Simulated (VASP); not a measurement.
A run of VASP 6.6.1 is set up as follows.

INCAR

```
PREC = Accurate ; ENCUT = 520
EDIFF = 1E-6 ; ISMEAR = 0
SIGMA = 0.05 ; LREAL = F
LASPH = T ; NELM = 60
ALGO = Normal ; ISIF = 2
LWAVE = F ; LCHARG = F
GGA = CA ; NBANDS = 28
```

Contents of KPOINTS:

```
Automatic mesh
0
Gamma
  6 6 6
```

File POSCAR:

```
Ca3SbP
1.0
    5.2080295048      0.0000000000      0.0000000000
    0.0000000000      5.2080295048      0.0000000000
    0.0000000000      0.0000000000      5.2080295048
Ca Sb P
3 1 1
Direct
   -0.0114827719      0.5000000000      0.5000000000
    0.4542997981      0.0000000000      0.5000000000
    0.4542997981      0.5000000000      0.0000000000
    0.0351054686      0.0000000000      0.0000000000
    0.4951220023      0.5000000000      0.5000000000
```

Potentials or basis: VASP PAW LDA potentials, release 64 (Ca_sv, Sb, P).

Launch:

```console
$ cat potpaw_LDA.64/Ca_sv/POTCAR potpaw_LDA.64/Sb/POTCAR potpaw_LDA.64/P/POTCAR > POTCAR
$ mpirun -np 1 vasp_std > vasp.out
```

Problem. Predict the largest force.

Solution. 0.122 eV/Å.

Problem. Estimate the pressure.

Solution. 1.9 GPa.

Problem. Estimate the band gap on the k mesh.

Solution. 0.76 eV, direct.

Stress tensor (GPa, compression positive):
```
2.77 0.00 0.00
0.00 1.45 0.00
0.00 0.00 1.45
```

Caveat: spin-orbit coupling is left out, which moves the levels of the heavy elements. A k mesh can miss the band edges.
